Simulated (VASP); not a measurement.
# KMgF3 (Pm-3m) in VASP: relaxation of cell and atoms with r2SCAN

Aim: the relaxation of cell and atoms of KMgF3 with r2SCAN.

All numbers are computed with VASP 6.6.1; they aren't measurements. Logs are shortened: lines on timing, memory, paths and dates and some standing lists are left out, and cuts for length are marked.

## (1) The cell of the first run

It takes space group Pm-3m (No. 221, cubic). The conventional cell has a = 4.048 Å, b = 4.048 Å, c = 4.048 Å, α = 90.00°, β = 90.00°, γ = 90.00°. Within 3.8 Å of K (site symmetry m-3m) lie 12 F at 2.86 Å and 8 Mg at 3.51 Å. Within 2.7 Å of Mg (site symmetry m-3m) lie 6 F at 2.02 Å. F (site symmetry 4/mmm) has 2 Mg at 2.02 Å within 2.7 Å.

## (2) Relaxation of cell and atoms, r2SCAN

The input, POSCAR:

```
KMgF3
1.0
    4.0481760000      0.0000000000      0.0000000000
    0.0000000000      4.0481760000      0.0000000000
    0.0000000000      0.0000000000      4.0481760000
K Mg F
1 1 3
Direct
    0.5000000000      0.5000000000      0.5000000000
    0.0000000000      0.0000000000      0.0000000000
    0.5000000000      0.0000000000      0.0000000000
    0.0000000000      0.5000000000      0.0000000000
    0.0000000000      0.0000000000      0.5000000000
```

The input, INCAR.step1:

```
SYSTEM = KMgF3
PREC     = Accurate       ! precision mode
ENCUT    = 920            ! plane-wave cutoff, eV
ISMEAR   = -1             ! smearing method
SIGMA    = 0.1043         ! smearing width, eV
LREAL    = .FALSE.        ! projectors in reciprocal space
LASPH    = .TRUE.         ! aspherical terms in the spheres
NELM     = 120            ! most SCF steps
GGA      = PE             ! functional
ALGO     = Normal         ! electronic algorithm
EDIFF    = 1E-5           ! SCF threshold, eV
LWAVE    = .TRUE.         ! write WAVECAR
LCHARG   = .FALSE.        ! write CHGCAR
GGA_COMPAT= .FALSE.      
IBRION   = 2              ! ionic algorithm
ISIF     = 3              ! what is computed and relaxed
EDIFFG   = -0.005         ! ionic threshold
NELMIN   = 4            
NSW      = 100            ! ionic steps
```

The input, INCAR.step2:

```
SYSTEM = KMgF3
PREC     = Accurate       ! precision mode
ENCUT    = 920            ! plane-wave cutoff, eV
EDIFF    = 1E-7           ! SCF threshold, eV
ISMEAR   = -1             ! smearing method
SIGMA    = 0.1043         ! smearing width, eV
LREAL    = .FALSE.        ! projectors in reciprocal space
LASPH    = .TRUE.         ! aspherical terms in the spheres
NELM     = 120            ! most SCF steps
ALGO     = Normal         ! electronic algorithm
ISIF     = 3              ! what is computed and relaxed
LWAVE    = .FALSE.        ! write WAVECAR
LCHARG   = .FALSE.        ! write CHGCAR
METAGGA  = R2SCAN         ! meta-GGA
LMIXTAU  = .TRUE.       
IBRION   = 2              ! ionic algorithm
NSW      = 80             ! ionic steps
EDIFFG   = -0.03          ! ionic threshold
ISTART   = 1            
GGA_COMPAT= .FALSE.      
NELMIN   = 4
```

The input, KPOINTS:

```
regular mesh
0
G
  6 6 6
  0 0 0
```

Potentials or basis: VASP PAW PBE potentials, release 64 (K_sv, Mg_sv, F).

Started as:

```console
$ cat potpaw_PBE.64/K_sv/POTCAR potpaw_PBE.64/Mg_sv/POTCAR potpaw_PBE.64/F/POTCAR > POTCAR
$ cp INCAR.step1 INCAR
$ mpirun -np 1 vasp_std > vasp.out
$ cp INCAR.step2 INCAR
$ mpirun -np 1 vasp_std > vasp.out
```

OUTCAR:

```text
SYSTEM = KMgF3
   PREC = Accurate
   ENCUT = 920
   EDIFF = 1E-7
   ISMEAR = -1
   LREAL = .FALSE.
   LASPH = .TRUE.
   NELM = 120
   ISIF = 3
   METAGGA = R2SCAN
   IBRION = 2
   NSW = 80
   EDIFFG = -0.03
   ISTART = 1
   NELMIN = 4

 ion  position               nearest neighbor table
   1  0.500  0.500  0.500-
   2  0.000  0.000  0.000-   3 2.02   4 2.02   5 2.02   5 2.02   4 2.02   3 2.02
   3  0.500  0.000  0.000-   2 2.02   2 2.02
   4  0.000  0.500  0.000-   2 2.02   2 2.02
   5  0.000  0.000  0.500-   2 2.02   2 2.02

  LATTYP: Found a simple cubic cell.
 ALAT       =     4.0481760000

  Lattice vectors:

 A1 = (   4.0481760000,   0.0000000000,   0.0000000000)
 A2 = (   0.0000000000,   4.0481760000,   0.0000000000)
 A3 = (   0.0000000000,   0.0000000000,   4.0481760000)

Analysis of symmetry for initial positions (statically):
=====================================================================
 Subroutine PRICEL returns:
 Original cell was already a primitive cell.

 Routine SETGRP: Setting up the symmetry group for a
 simple cubic supercell.

 Subroutine GETGRP returns: Found 48 space group operations
 (whereof 48 operations were pure point group operations)
 out of a pool of 48 trial point group operations.

The static configuration has the point symmetry O_h .

Analysis of symmetry for dynamics (positions and initial velocities):
=====================================================================
 Subroutine PRICEL returns:
 Original cell was already a primitive cell.

 Routine SETGRP: Setting up the symmetry group for a
 simple cubic supercell.

 Subroutine GETGRP returns: Found 48 space group operations
 (whereof 48 operations were pure point group operations)
 out of a pool of 48 trial point group operations.

The dynamic configuration has the point symmetry O_h .

 Subroutine INISYM returns: Found 48 space group operations
 (whereof 48 operations are pure point group operations),
 and found     1 'primitive' translations

----------------------------------------------------------------------------------------

                                     Primitive cell

  volume of cell :      66.3404

  direct lattice vectors                    reciprocal lattice vectors
     4.048176000  0.000000000  0.000000000     0.247024833  0.000000000  0.000000000
     0.000000000  4.048176000  0.000000000     0.000000000  0.247024833  0.000000000
     0.000000000  0.000000000  4.048176000     0.000000000  0.000000000  0.247024833

  length of vectors
     4.048176000  4.048176000  4.048176000     0.247024833  0.247024833  0.247024833

  position of ions in fractional coordinates (direct lattice)
     0.500000000  0.500000000  0.500000000
     0.000000000  0.000000000  0.000000000
     0.500000000  0.000000000  0.000000000
     0.000000000  0.500000000  0.000000000
     0.000000000  0.000000000  0.500000000

  ion indices of the primitive-cell ions
   primitive index   ion index
                 1           1
                 2           2
                 3           3
                 4           4
                 5           5

----------------------------------------------------------------------------------------

 KPOINTS: regular mesh

Automatic generation of k-mesh.
 Grid dimensions read from file:
 generate k-points for:    6    6    6

 Generating k-lattice:

  Cartesian coordinates                     Fractional coordinates (reciprocal lattice)
     0.041170805  0.000000000  0.000000000     0.166666667  0.000000000  0.000000000
     0.000000000  0.041170805  0.000000000     0.000000000  0.166666667  0.000000000
     0.000000000  0.000000000  0.041170805     0.000000000  0.000000000  0.166666667

  Length of vectors
     0.041170805  0.041170805  0.041170805

  Shift w.r.t. Gamma in fractional coordinates (k-lattice)
     0.000000000  0.000000000  0.000000000

 Subroutine IBZKPT returns following result:
 ===========================================

 Found     20 irreducible k-points:

 Following reciprocal coordinates:
            Coordinates               Weight
  0.000000  0.000000  0.000000      1.000000
  0.166667  0.000000  0.000000      6.000000
  0.333333  0.000000  0.000000      6.000000
  0.500000  0.000000  0.000000      3.000000
  0.166667  0.166667  0.000000     12.000000
  0.333333  0.166667  0.000000     24.000000
[... 12 lines left out ...]
  0.500000  0.500000  0.333333      6.000000
  0.500000  0.500000  0.500000      1.000000
   k-points           NKPTS =     20   k-points in BZ     NKDIM =     20   number of bands    NBANDS=     24
   number of dos      NEDOS =    301   number of ions     NIONS =      5
   total plane-waves  NPLWV =  64000
   dimension x,y,z NGX =    40 NGY =   40 NGZ =   40
   dimension x,y,z NGXF=    80 NGYF=   80 NGZF=   80
   ions per type =               1   1   3
   NGX,Y,Z   is equivalent  to a cutoff of  16.43, 16.43, 16.43 a.u.
   NGXF,Y,Z  is equivalent  to a cutoff of  32.85, 32.85, 32.85 a.u.
 SYSTEM =  KMgF3
   PREC   = accura    normal or accurate (medium, high low for compatibility)
   ISTART =      1    job   : 0-new  1-cont  2-samecut
   ICHARG =      0    charge: 1-file 2-atom 10-const
   ISPIN  =      1    spin polarized calculation?
   LNONCOLLINEAR =      F non collinear calculations
   LSORBIT =      F    spin-orbit coupling
   LASPH  =      T    aspherical Exc in radial PAW
   ENCUT  =  920.0 eV  67.62 Ry    8.22 a.u.  10.01 10.01 10.01*2*pi/ulx,y,z
   NELM   =    120;   NELMIN=  4; NELMDL=  0     # of ELM steps
   EDIFF  = 0.1E-06   stopping-criterion for ELM
   LREAL  =      F    real-space projection
   EDIFFG = -.3E-01   stopping-criterion for IOM
   NSW    =     80    number of steps for IOM
   IBRION =      2    ionic relax: 0-MD 1-quasi-New 2-CG
   NFREE  =      1    steps in history (QN), initial steepest desc. (CG)
   ISIF   =      3    stress and relaxation
   ISYM   =      2    0-nonsym 1-usesym 2-fastsym
   POTIM  = 0.5000    time-step for ionic-motion
   TEBEG  =    0.0;   TEEND  =   0.0 temperature during run
   PSTRESS=    0.0 pullay stress
   NELECT =      40.0000    total number of electrons
   NUPDOWN=      -1.0000    fix difference up-down
   EMIN   =  10.00;   EMAX   =-10.00  energy-range for DOS
   EFERMI =   0.00;   METHOD = LEGACY
   ISMEAR =    -1;   SIGMA  =   0.10  broadening in eV -4-tet -1-fermi 0-gaus
   EFERMI_NEDOS =   21; number of points for ismear=-14 and -15
   IALGO  =     38    algorithm
   IMIX   =      4    mixing-type and parameters
     AMIX     =   0.40;   BMIX     =  1.00
     AMIX_MAG =   1.60;   BMIX_MAG =  1.00
  volume/ion in A,a.u.               =      13.27        89.54
  Fermi-wavevector in a.u.,A,eV,Ry     =   1.383042  2.613571 26.025303  1.912806
  Thomas-Fermi vector in A             =   2.507677
   LORBIT       =      0    0 simple, 1 ext, 2 COOP (PROOUT), +10 PAW based schemes
   METAGGA = R2SCAN    functional components
   LHFCALC =     F    Hartree Fock is set to
   AEXX    =    0.0000 exact exchange contribution
   IVDW    =     0    specifies the selected vdW correction
   LEPSILON=     F    determine dielectric tensor
   LRPA    =     F    only Hartree local field effects (RPA)
 conjugate gradient relaxation of ions
 non-spin polarized calculation
  energy-cutoff  :      920.00
  volume of cell :       66.34
 maximum number of plane-waves:      4224
   NGX = 21   NGY = 21   NGZ = 21

--------------------------------------- Ionic step        1  -------------------------------------------

 number of electron      40.0000024 magnetization

 Free energy of the ion-electron system (eV)
  ---------------------------------------------------
  ext. energy  EPLUGINS =         0.00000000
  ---------------------------------------------------
  free energy    TOTEN  =       -37.38739233 eV

  energy without entropy =      -37.38739233  energy(sigma->0) =      -37.38739233

 E-fermi :  -0.1410     XC(G=0): -10.0806

 val. band max:       -2.5202074857   @ k =   0.5000   0.5000   0.5000
 cond. band min:       5.4036056268   @ k =   0.0000   0.0000   0.0000
 fundamental gap:      7.9238131125
 Fermi energy:        -0.1410397930

 k-point     1 :       0.0000    0.0000    0.0000
  band No.  band energies     occupation
      1     -76.0026      2.00000
      2     -41.1246      2.00000
      3     -41.1246      2.00000
      4     -41.1246      2.00000
      5     -29.2165      2.00000
      6     -23.6342      2.00000
[... 16 lines left out ...]
     23       8.2527      0.00000
     24      10.5316      0.00000
[... 572 lines left out ...]
 POSITION                                       TOTAL-FORCE (eV/Angst)
 -----------------------------------------------------------------------------------
      1.99670      1.99670      1.99670         0.000000      0.000000      0.000000
      0.00000      0.00000      0.00000        -0.000000     -0.000000      0.000000
      1.99670      0.00000     -0.00000        -0.000000     -0.000000      0.000000
      0.00000      1.99670     -0.00000        -0.000000     -0.000000      0.000000
      0.00000      0.00000      1.99670         0.000000      0.000000      0.000000
 -----------------------------------------------------------------------------------
    total drift:                               -0.000000      0.000000     -0.000000

  FREE ENERGIE OF THE ION-ELECTRON SYSTEM (eV)
  ---------------------------------------------------
  free  energy   TOTEN  =       -37.4201311432 eV

  energy  without entropy=      -37.4201311430  energy(sigma->0) =      -37.42013114

--------------------------------------- Ionic step        3  -------------------------------------------

 number of electron      40.0000001 magnetization

 Free energy of the ion-electron system (eV)
  ---------------------------------------------------
  ext. energy  EPLUGINS =         0.00000000
  ---------------------------------------------------
  free energy    TOTEN  =       -37.42061121 eV

  energy without entropy =      -37.42061121  energy(sigma->0) =      -37.42061121

 E-fermi :   0.2940     XC(G=0): -10.3333

 val. band max:       -2.3037429234   @ k =   0.5000   0.5000   0.5000
 cond. band min:       5.9708756338   @ k =   0.0000   0.0000   0.0000
 fundamental gap:      8.2746185572
 Fermi energy:         0.2940126605

 k-point     1 :       0.0000    0.0000    0.0000
  band No.  band energies     occupation
      1     -75.5465      2.00000
      2     -40.6720      2.00000
      3     -40.6720      2.00000
      4     -40.6720      2.00000
      5     -28.9009      2.00000
      6     -23.5353      2.00000
[... 16 lines left out ...]
     23       8.5390      0.00000
     24      10.8725      0.00000
[... 533 lines left out ...]
 POSITION                                       TOTAL-FORCE (eV/Angst)
 -----------------------------------------------------------------------------------
      1.99315      1.99315      1.99315         0.000000      0.000000      0.000000
      0.00000      0.00000      0.00000        -0.000000     -0.000000      0.000000
      1.99315      0.00000     -0.00000        -0.000000     -0.000000      0.000000
      0.00000      1.99315     -0.00000        -0.000000     -0.000000      0.000000
      0.00000      0.00000      1.99315         0.000000      0.000000      0.000000
 -----------------------------------------------------------------------------------
    total drift:                               -0.000000      0.000000     -0.000000

  FREE ENERGIE OF THE ION-ELECTRON SYSTEM (eV)
  ---------------------------------------------------
  free  energy   TOTEN  =       -37.4206112083 eV

  energy  without entropy=      -37.4206112083  energy(sigma->0) =      -37.42061121

 reached required accuracy - stopping structural energy minimisation
```

Run time: 9.6 min. Hardware: 1 thread of AMD EPYC 7R13 (Zen 3), shared host; peak memory 0.28 GiB.

Results:

```
Free energy                           : -37.4206 eV
Relaxed volume                        : 12.67 Å³/atom
Relaxed cell                          : a = 3.986 Å, b = 3.986 Å, c = 3.986 Å, α = 90.00°, β = 90.00°, γ = 90.00°
Space group after relaxing (to 0.1 Å) : Pm-3m (No. 221)
Energy gained by relaxing             : 6.6 meV/atom
Ionic steps                           : 3
Pressure after relaxing               : 0.0 GPa
Band gap on the k mesh                : 8.27 eV (least direct gap 8.59 eV)
```

Step by step:
```
step  energy change (eV)  largest force (eV/Å)  pressure (GPa)  volume (Å³)
   1              0.0000                0.0000           -3.39        66.34
   2             -0.0327                0.0000           -0.44        63.68
   3             -0.0332                0.0000           -0.03        63.34
```

Final structure:
```
CELL_PARAMETERS angstrom
3.98631 0.00000 0.00000
0.00000 3.98631 0.00000
0.00000 0.00000 3.98631
ATOMIC_POSITIONS crystal
K 0.50000 0.50000 0.50000
Mg 0.00000 0.00000 0.00000
F 0.50000 0.00000 0.00000
F 0.00000 0.50000 0.00000
F 0.00000 0.00000 0.50000
```

Levels at points of the mesh, in eV from the valence-band top:
| k point | band 17 | band 18 | band 19 | band 20 | band 21 | band 22 | band 23 | band 24 |
| --- | --- | --- | --- | --- | --- | --- | --- | --- |
| (0.00, 0.00, 0.00) | -0.63 | -0.32 | -0.32 | -0.32 | 8.27 | 10.84 | 10.84 | 13.18 |
| (0.50, 0.00, 0.00) | -0.86 | -0.86 | -0.53 | -0.53 | 11.02 | 11.51 | 11.90 | 13.78 |
| (0.50, 0.50, 0.00) | -1.04 | -0.89 | -0.89 | -0.02 | 11.89 | 12.55 | 13.68 | 13.68 |
| (0.50, 0.50, 0.50) | -1.12 | 0.00 | 0.00 | 0.00 | 11.39 | 11.39 | 11.39 | 15.01 |

Caveat: the PAW data sets were made with another functional, which shifts forces and pressure a little.
